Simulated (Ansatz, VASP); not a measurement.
**Ta in VASP and in Ansatz**

File INCAR:

```
SYSTEM = Ta
  ALGO = Normal
  EDIFF = 1E-6
  ENCUT = 520
  GGA = PS
  ISIF = 2
  ISMEAR = -1
  LASPH = .True.
  LCHARG = .True.
  LELF = .True.
  LREAL = .False.
  LVHAR = .True.
  LWAVE = .False.
  NBANDS = 12
  NELM = 100
  PREC = Accurate
  SIGMA = 0.05
```

Contents of KPOINTS:

```
k-points
0
Gamma
  14 14 14
  0 0 0
```

Contents of POSCAR:

```
Ta
1.0
    2.6146431476      0.0000000000      0.0000000000
    0.0000000000      2.6146431476      0.0000000000
    0.0000000000      0.0000000000      2.6146431476
Ta
1
Direct
    0.0000000000      0.0000000000      0.0000000000
```

Input for Ansatz:

```yaml
crystal:
  lattice:
    - [2.6146431476, 0.0, 0.0]
    - [0.0, 2.6146431476, 0.0]
    - [0.0, 0.0, 2.6146431476]
  atoms:
    - { symbol: Ta, position: [0.0, 0.0, 0.0] }
kpoints:
  mp_grid: { grid: [14, 14, 14] }
scf:
  occupations: { method: fermi_dirac, width: 0.05 }
hamiltonian:
  xc: pbesol
  pseudopotentials: { kind: paw }
output:
  forces: true
  stress: true
  eigenvalues: true
  populations: true
```

Change from the starting cell: volume scaled by 0.9, PAW files.

Alike in both runs: task single point; functional PBEsol; k mesh 14 × 14 × 14; occupations fermi-dirac, width 0.05 eV; no spin polarisation.

```csv
,VASP,Ansatz
version,VASP 6.6.1,Ansatz 0.2.0
potentials or method,"VASP PAW PBE potentials, release 64 (Ta_pv)","PAW with Ansatz's default frozen-core files, scalar-relativistic"
plane-wave cutoff (eV),520,420
valence electrons in the cell,11,13
```

Ansatz gave:

| Quantity | Value |
| --- | --- |
| pressure (GPa) | 19.6 |

Q: What did VASP give for the same quantities?

A: Pressure (GPa): 20.0.

VASP's potentials were made for PBE, not for PBEsol. With one functional, cell and mesh, what is left measures potentials, basis and numerics. VASP's potentials hold 11 valence electrons a cell and Ansatz's 13, so a difference there can come from the potentials and not from the codes.

Neither program's run includes spin-orbit coupling.
